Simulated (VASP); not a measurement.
# CoSi2 (Immm) in VASP: further runs

The runs below take CoSi2 through single point, with PBEsol.

All numbers are computed with VASP 6.6.1; they aren't measurements. Logs are shortened: lines on timing, memory, paths and dates and some standing lists are left out, and cuts for length are marked.

**1. The cell of the first run**

Symmetry: Immm, No. 71, orthorhombic system. The conventional cell has a = 3.686 Å, b = 3.827 Å, c = 5.313 Å, α = 90.00°, β = 90.00°, γ = 90.00°. Within 3.0 Å of Co (site symmetry mmm) lie 8 Si at 2.27 to 2.33 Å. Si (site symmetry mm2) has 4 Co at 2.27 to 2.33 Å and 6 Si at 2.66 Å within 3.0 Å.

**2. Single point, PBEsol (strain +0.0375 x Voigt [0, 0, 0, 1, 0, 0])**

INCAR

```
SYSTEM = CoSi2
  ALGO = Normal
  EDIFF = 1E-6
  ENCUT = 520
  GGA = PS
  ISIF = 2
  ISMEAR = 0
  LASPH = .TRUE.
  LCHARG = .FALSE.
  LREAL = .FALSE.
  LWAVE = .FALSE.
  NBANDS = 16
  NELM = 80
  PREC = Accurate
  SIGMA = 0.15
```

KPOINTS

```
k-points
0
G
  16 16 16
  0 0 0
```

POSCAR

```
CoSi2
1.0
    0.0000000000      2.7060587340      2.7060587340
    2.6562539720      0.0498047620      2.6562539720
    2.6562539720      2.6562539720      0.0498047620
Co Si
1 2
Direct
    0.0000000000      0.0000000000      0.0000000000
    0.2500000000      0.2500000000      0.2500000000
    0.7500000000      0.7500000000      0.7500000000
```

Potentials or basis: VASP PAW PBE potentials, release 64 (Co, Si).

On the command line:

```
cat potpaw_PBE.64/Co/POTCAR potpaw_PBE.64/Si/POTCAR > POTCAR
mpirun -np 1 vasp_std > vasp.out
```

OUTCAR:

```text
SYSTEM = CoSi2
   EDIFF = 1E-6
   ENCUT = 520
   GGA = PS
   ISIF = 2
   ISMEAR = 0
   LASPH = .TRUE.
   LREAL = .FALSE.
   NELM = 80
   PREC = Accurate

 ion  position               nearest neighbor table
   1  0.000  0.000  0.000-   3 2.27   3 2.27   2 2.27   2 2.27   2 2.33   3 2.33   3 2.33   2 2.33

   2  0.250  0.250  0.250-   1 2.27   1 2.27   1 2.33   1 2.33   3 2.66   3 2.66   3 2.66   3 2.66
                             3 2.66   3 2.66
   3  0.750  0.750  0.750-   1 2.27   1 2.27   1 2.33   1 2.33   2 2.66   2 2.66   2 2.66   2 2.66
                             2 2.66   2 2.66

  LATTYP: Found a body centered orthorhombic cell.
 ALAT       =     3.6860758224
 B/A-ratio  =     1.0382165605
 C/A-ratio  =     1.4412367515

  Lattice vectors:

 A1 = (  -2.6562539720,   2.6562539720,   0.0498047620)
 A2 = (  -2.6562539720,  -2.6562539720,  -0.0498047620)
 A3 = (   2.6562539720,   0.0498047620,   2.6562539720)

Analysis of symmetry for initial positions (statically):
=====================================================================
 Subroutine PRICEL returns:
 Original cell was already a primitive cell.

 Routine SETGRP: Setting up the symmetry group for a
 body centered orthorhombic supercell.

 Subroutine GETGRP returns: Found  8 space group operations
 (whereof  8 operations were pure point group operations)
 out of a pool of  8 trial point group operations.

The static configuration has the point symmetry D_2h.

Analysis of symmetry for dynamics (positions and initial velocities):
=====================================================================
 Subroutine PRICEL returns:
 Original cell was already a primitive cell.

 Routine SETGRP: Setting up the symmetry group for a
 body centered orthorhombic supercell.

 Subroutine GETGRP returns: Found  8 space group operations
 (whereof  8 operations were pure point group operations)
 out of a pool of  8 trial point group operations.

The dynamic configuration has the point symmetry D_2h.

 Subroutine INISYM returns: Found  8 space group operations
 (whereof  8 operations are pure point group operations),
 and found     1 'primitive' translations

----------------------------------------------------------------------------------------

                                     Primitive cell

  volume of cell :      37.4702

  direct lattice vectors                    reciprocal lattice vectors
     0.000000000  2.706058734  2.706058734    -0.188235013  0.184770565  0.184770565
     2.656253972  0.049804762  2.656253972     0.188235013 -0.191831860  0.191831860
     2.656253972  2.656253972  0.049804762     0.188235013  0.191831860 -0.191831860

  length of vectors
     3.826944962  3.756840540  3.756840540     0.322044629  0.330198948  0.330198948

  position of ions in fractional coordinates (direct lattice)
     0.000000000  0.000000000  0.000000000
     0.250000000  0.250000000  0.250000000
     0.750000000  0.750000000  0.750000000

  ion indices of the primitive-cell ions
   primitive index   ion index
                 1           1
                 2           2
                 3           3

----------------------------------------------------------------------------------------

 KPOINTS: k-points

Automatic generation of k-mesh.
 Grid dimensions read from file:
 generate k-points for:   16   16   16

 Generating k-lattice:

  Cartesian coordinates                     Fractional coordinates (reciprocal lattice)
    -0.011764688  0.011548160  0.011548160     0.062500000  0.000000000 -0.000000000
     0.011764688 -0.011989491  0.011989491     0.000000000  0.062500000  0.000000000
     0.011764688  0.011989491 -0.011989491     0.000000000  0.000000000  0.062500000

  Length of vectors
     0.020127789  0.020637434  0.020637434

  Shift w.r.t. Gamma in fractional coordinates (k-lattice)
     0.000000000  0.000000000  0.000000000

 Subroutine IBZKPT returns following result:
 ===========================================

 Found    621 irreducible k-points:

 Following reciprocal coordinates:
            Coordinates               Weight
  0.000000  0.000000  0.000000      1.000000
  0.062500 -0.000000 -0.000000      4.000000
  0.125000 -0.000000 -0.000000      4.000000
  0.187500  0.000000 -0.000000      4.000000
  0.250000 -0.000000 -0.000000      4.000000
  0.312500  0.000000  0.000000      4.000000
[... 16 lines left out ...]
 -0.187500  0.062500 -0.000000      8.000000
 -0.125000  0.062500  0.000000      8.000000
 [... further k-points ...]
   k-points           NKPTS =    621   k-points in BZ     NKDIM =    621   number of bands    NBANDS=     16
   number of dos      NEDOS =    301   number of ions     NIONS =      3
   total plane-waves  NPLWV =  21952
   dimension x,y,z NGX =    28 NGY =   28 NGZ =   28
   dimension x,y,z NGXF=    56 NGYF=   56 NGZF=   56
   ions per type =               1   2
   NGX,Y,Z   is equivalent  to a cutoff of  12.16, 12.39, 12.39 a.u.
   NGXF,Y,Z  is equivalent  to a cutoff of  24.33, 24.78, 24.78 a.u.
 SYSTEM =  CoSi2
   PREC   = accura    normal or accurate (medium, high low for compatibility)
   ISTART =      0    job   : 0-new  1-cont  2-samecut
   ICHARG =      2    charge: 1-file 2-atom 10-const
   ISPIN  =      1    spin polarized calculation?
   LNONCOLLINEAR =      F non collinear calculations
   LSORBIT =      F    spin-orbit coupling
   LASPH  =      T    aspherical Exc in radial PAW
   ENCUT  =  520.0 eV  38.22 Ry    6.18 a.u.   7.12  6.99  6.99*2*pi/ulx,y,z
   NELM   =     80;   NELMIN=  2; NELMDL= -5     # of ELM steps
   EDIFF  = 0.1E-05   stopping-criterion for ELM
   LREAL  =      F    real-space projection
   EDIFFG = 0.1E-04   stopping-criterion for IOM
   NSW    =      0    number of steps for IOM
   IBRION =     -1    ionic relax: 0-MD 1-quasi-New 2-CG
   NFREE  =      0    steps in history (QN), initial steepest desc. (CG)
   ISIF   =      2    stress and relaxation
   ISYM   =      2    0-nonsym 1-usesym 2-fastsym
   POTIM  = 0.5000    time-step for ionic-motion
   TEBEG  =    0.0;   TEEND  =   0.0 temperature during run
   PSTRESS=    0.0 pullay stress
   NELECT =      17.0000    total number of electrons
   NUPDOWN=      -1.0000    fix difference up-down
   EMIN   =  10.00;   EMAX   =-10.00  energy-range for DOS
   EFERMI =   0.00;   METHOD = LEGACY
   ISMEAR =     0;   SIGMA  =   0.15  broadening in eV -4-tet -1-fermi 0-gaus
   EFERMI_NEDOS =   21; number of points for ismear=-14 and -15
   IALGO  =     38    algorithm
   IMIX   =      4    mixing-type and parameters
     AMIX     =   0.40;   BMIX     =  1.00
     AMIX_MAG =   1.60;   BMIX_MAG =  1.00
  volume/ion in A,a.u.               =      12.49        84.29
  Fermi-wavevector in a.u.,A,eV,Ry     =   1.257947  2.377176 21.530286  1.582431
  Thomas-Fermi vector in A             =   2.391581
   LORBIT       =      0    0 simple, 1 ext, 2 COOP (PROOUT), +10 PAW based schemes
   GGA     = PS    functional components
   LHFCALC =     F    Hartree Fock is set to
   AEXX    =    0.0000 exact exchange contribution
   IVDW    =     0    specifies the selected vdW correction
   LEPSILON=     F    determine dielectric tensor
   LRPA    =     F    only Hartree local field effects (RPA)
 non-spin polarized calculation
 Gauss-broadening in eV      SIGMA  =   0.15
  energy-cutoff  :      520.00
  volume of cell :       37.47
 maximum number of plane-waves:      1028
   NGX = 15   NGY = 13   NGZ = 13

 number of electron      17.0000001 magnetization

 Free energy of the ion-electron system (eV)
  ---------------------------------------------------
  ext. energy  EPLUGINS =         0.00000000
  ---------------------------------------------------
  free energy    TOTEN  =       -20.96108452 eV

  energy without entropy =      -20.94964987  energy(sigma->0) =      -20.95536720

 E-fermi :  10.3236     XC(G=0): -11.9695

 val. band max:       10.3208549688   @ k =   0.5000   0.3125   0.1875
 cond. band min:      10.3251947627   @ k =   0.4375   0.0625  -0.0000
 fundamental gap:      0.0043397939
 Fermi energy:        10.3236477962

 k-point     1 :       0.0000    0.0000    0.0000
  band No.  band energies     occupation
      1      -2.9779      2.00000
      2       6.0677      2.00000
      3       6.1333      2.00000
      4       6.2105      2.00000
      5       8.3441      2.00000
      6       8.3494      2.00000
[... 8 lines left out ...]
     15      16.0972      0.00000
     16      16.1956      0.00000

 k-point     2 :       0.0625   -0.0000   -0.0000
  band No.  band energies     occupation
      1      -2.9189      2.00000
      2       5.9376      2.00000
      3       6.1362      2.00000
      4       6.2314      2.00000
      5       8.3262      2.00000
      6       8.3336      2.00000
[... 8 lines left out ...]
     15      15.8795      0.00000
     16      16.0683      0.00000

 k-point     3 :       0.1250   -0.0000   -0.0000
  band No.  band energies     occupation
      1      -2.7425      2.00000
      2       5.5262      2.00000
      3       6.1914      2.00000
      4       6.2910      2.00000
      5       8.2812      2.00000
      6       8.2942      2.00000
[... 8 lines left out ...]
     15      15.7969      0.00000
     16      15.9847      0.00000

 k-point     4 :       0.1875    0.0000   -0.0000
  band No.  band energies     occupation
      1      -2.4506      2.00000
      2       4.9040      2.00000
      3       6.2781      2.00000
      4       6.3798      2.00000
      5       8.2327      2.00000
      6       8.2525      2.00000
[... 8 lines left out ...]
     15      16.4416      0.00000
     16      16.9819      0.00000
[... 324 lines left out ...]
 k-point    22 :      -0.2500    0.0625   -0.0000
  band No.  band energies     occupation
      1      -1.8294      2.00000
      2       3.8655      2.00000
      3       6.3218      2.00000
      4       6.5603      2.00000
      5       8.0300      2.00000
      6       8.3744      2.00000
[... 8 lines left out ...]
     15      17.4853      0.00000
     16      19.1055      0.00000

 k-point    23 :      -0.1875    0.0625   -0.0000
  band No.  band energies     occupation
      1      -2.2703      2.00000
      2       4.6544      2.00000
      3       6.2467      2.00000
      4       6.4452      2.00000
      5       8.0677      2.00000
      6       8.3436      2.00000
[... 8 lines left out ...]
     15      16.7524      0.00000
     16      17.9977      0.00000

 k-point    24 :      -0.1250    0.0625    0.0000
  band No.  band energies     occupation
      1      -2.6006      2.00000
      2       5.3121      2.00000
      3       6.1786      2.00000
      4       6.3307      2.00000
      5       8.1531      2.00000
      6       8.3428      2.00000
[... 8 lines left out ...]
     15      16.3790      0.00000
     16      16.8804      0.00000

 [... further k-points ...]

------------------------ aborting loop because EDIFF is reached ----------------------------------------

  FORCE on cell =-STRESS in cart. coord.  units (eV):
  Direction    XX          YY          ZZ          XY          YZ          ZX
  --------------------------------------------------------------------------------------
  -------------------------------------------------------------------------------------
  Total        0.0943234      0.0599992      0.0599992      0.0000000     -1.3915200      0.0000000
  in kB        4.0331481      2.5654897      2.5654897      0.0000000    -59.4995878      0.0000000
  external PRESSURE =       3.0547092 kB  Pullay stress =       0.0000000 kB

 VOLUME and BASIS-vectors are now :
 -----------------------------------------------------------------------------
  energy-cutoff  :      520.00
  volume of cell :       37.47
      direct lattice vectors                 reciprocal lattice vectors
     0.000000000  2.706058734  2.706058734    -0.188235013  0.184770565  0.184770565
     2.656253972  0.049804762  2.656253972     0.188235013 -0.191831860  0.191831860
     2.656253972  2.656253972  0.049804762     0.188235013  0.191831860 -0.191831860

 POSITION                                       TOTAL-FORCE (eV/Angst)
 -----------------------------------------------------------------------------------
      0.00000      0.00000      0.00000         0.000000     -0.000000      0.000000
      1.32813      1.35303      1.35303        -0.358709     -0.000000     -0.000000
      3.98438      4.05909      4.05909         0.358709      0.000000      0.000000
 -----------------------------------------------------------------------------------
    total drift:                               -0.000000     -0.000000      0.000000

  FREE ENERGIE OF THE ION-ELECTRON SYSTEM (eV)
  ---------------------------------------------------
  free  energy   TOTEN  =       -20.9610845194 eV

  energy  without entropy=      -20.9496498750  energy(sigma->0) =      -20.95536720
```

Run time: 3.6 min. Hardware: 1 thread of Intel Xeon Platinum 8488C (Sapphire Rapids), shared host; peak memory 0.45 GiB.

What came out:

```
Free energy            : -20.9611 eV
Pressure               : 0.3 GPa
Largest force          : 0.359 eV/Å
Band gap on the k mesh : zero (an odd number of electrons rules out a gap without spin polarisation)
```

Forces on the atoms (eV/Å):
```
Co   0.000  0.000  0.000
Si  -0.359  0.000  0.000
Si   0.359  0.000  0.000
```

Caveat: the cell differs from its parent crystal (strain +0.0375 x Voigt [0, 0, 0, 1, 0, 0]); the PAW data sets were made with another functional, which shifts forces and pressure a little; the run has no spin polarisation, though such a crystal can be magnetic.

[end of part 1 of 2]
